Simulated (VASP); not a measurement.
# Zr3O: single point with r2SCAN

Crystal: Zr3O.

```xyz
4
Lattice="4.1441 0.0000 0.0000 0.0000 4.1441 0.0000 0.0000 0.0000 4.1441" Properties=species:S:1:pos:R:3 pbc="T T T"
Zr    0.0000    2.0720    2.0720
Zr    2.0720    0.0000    2.0720
Zr    2.0720    2.0720    0.0000
O     0.0000    0.0000    0.0000
```

```
Program             : VASP 6.6.1
Task                : single point
Functional          : r2SCAN
Potentials or basis : VASP PAW PBE potentials, release 64 (Zr_sv, O)
Cutoff              : 520 eV
k mesh              : 4 × 4 × 4
Occupations         : gaussian, width 0.1 eV
Spin                : no spin polarisation
```

The pressure is 2.4 GPa and the band gap on the k mesh is zero (bands 21 and 22 overlap by 3.22 eV).

Levels at points of the mesh, in eV from the Fermi level:
```tsv
k point	band 17	band 18	band 19	band 20	band 21	band 22	band 23	band 24
(0.00, 0.00, 0.00)	-3.96	-2.32	-2.26	-2.26	-2.26	-2.26	-2.26	3.19
(0.50, 0.00, 0.00)	-3.06	-1.75	-0.27	-0.19	-0.11	0.85	0.85	0.91
(0.50, 0.50, 0.00)	-1.08	-1.08	-0.94	-0.52	0.96	0.96	1.16	1.45
(0.50, 0.50, 0.50)	-2.69	-2.69	-2.69	-1.11	0.62	0.62	0.62	2.59
```

It took 42 s on 1 thread of Intel(R) Xeon(R) 6975P-C (Granite Rapids), with other jobs on the host, peak memory 0.18 GiB.

Caveat: the k points lie up to 0.38 Å⁻¹ apart, too coarse for converged energies and pressures of a metal; the PAW data sets were made with another functional, which shifts forces and pressure a little.
